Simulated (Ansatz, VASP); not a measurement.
## TaN in VASP and in Ansatz

INCAR

```
SYSTEM = TaN
  PREC = Accurate
  ENCUT = 520
  EDIFF = 1E-6
  ISMEAR = 0
  SIGMA = 0.1
  LREAL = .False.
  LASPH = .True.
  NELM = 80
  ALGO = Normal
  ISIF = 2
  LWAVE = .False.
  LCHARG = .False.
  GGA = PE
  NBANDS = 42
```

Contents of KPOINTS:

```
regular mesh
0
Gamma
  6 4 4
  0 0 0
```

File POSCAR:

```
TaN
1.0
    2.9502045230      0.0000000000      0.0000000000
    0.0000000000      5.1099041266      0.0000000000
    0.0000000000      0.0000000000      5.7955766061
Ta N
4 4
Direct
    0.0000000000      0.3333333333      0.2500000000
    0.0000000000      0.3333333333      0.7500000000
    0.5000000000      0.8333333333      0.2500000000
    0.5000000000      0.8333333333      0.7500000000
    0.5000000000      0.5000000000      0.5000000000
    0.5000000000      0.5000000000      0.0000000000
    1.0000000000      1.0000000000      0.5000000000
    0.0000000000      0.0000000000      0.0000000000
```

Input for Ansatz:

```yaml
crystal:
  lattice:
    - [2.950204523, 0.0, 0.0]
    - [0.0, 5.1099041266, 0.0]
    - [0.0, 0.0, 5.7955766061]
  atoms:
    - { symbol: Ta, position: [0.0, 0.3333333333, 0.25] }
    - { symbol: Ta, position: [0.0, 0.3333333333, 0.75] }
    - { symbol: Ta, position: [0.5, 0.8333333333, 0.25] }
    - { symbol: Ta, position: [0.5, 0.8333333333, 0.75] }
    - { symbol: "N", position: [0.5, 0.5, 0.5] }
    - { symbol: "N", position: [0.5, 0.5, 0.0] }
    - { symbol: "N", position: [1.0, 1.0, 0.5] }
    - { symbol: "N", position: [0.0, 0.0, 0.0] }
basis:
  ecutwfc: 420
kpoints:
  mp_grid: { grid: [6, 4, 4] }
hamiltonian:
  xc: pbe
scf:
  occupations: { method: gaussian, width: 0.1 }
output:
  forces: true
  stress: true
  eigenvalues: true
```

Alike in both runs: task single point; functional PBE; k mesh 6 × 4 × 4; occupations gaussian, width 0.1 eV; no spin polarisation.

|  | VASP | Ansatz |
| --- | --- | --- |
| version | VASP 6.6.1 | Ansatz 0.2.0 |
| potentials or method | VASP PAW PBE potentials, release 64 (Ta_pv, N), cutoff 520 eV | scalar-relativistic, plane waves, PAW |
| valence electrons in the cell | 64 | 72 |

```tsv
	VASP	Ansatz	Ansatz less VASP
gap on the k mesh at the Fermi level (eV)	none	none	-
pressure (GPa)	0.7	0.0	-0.66
traceless stress, the component that is largest in VASP (GPa)	-0.58	-0.53	+0.058
rms of the force components (eV/Å)	0.003	0.003	0.0000
```

Atom by atom the forces differ by 0.000 eV/Å (rms over components). A gap of «none» marks a metal or a gap that the smearing closes. The functional is the same, so the differences come from potentials, cutoffs and numerics. VASP's potentials hold 64 valence electrons a cell and Ansatz's 72, so a difference there can come from the potentials and not from the codes.

Spin-orbit coupling is off throughout.
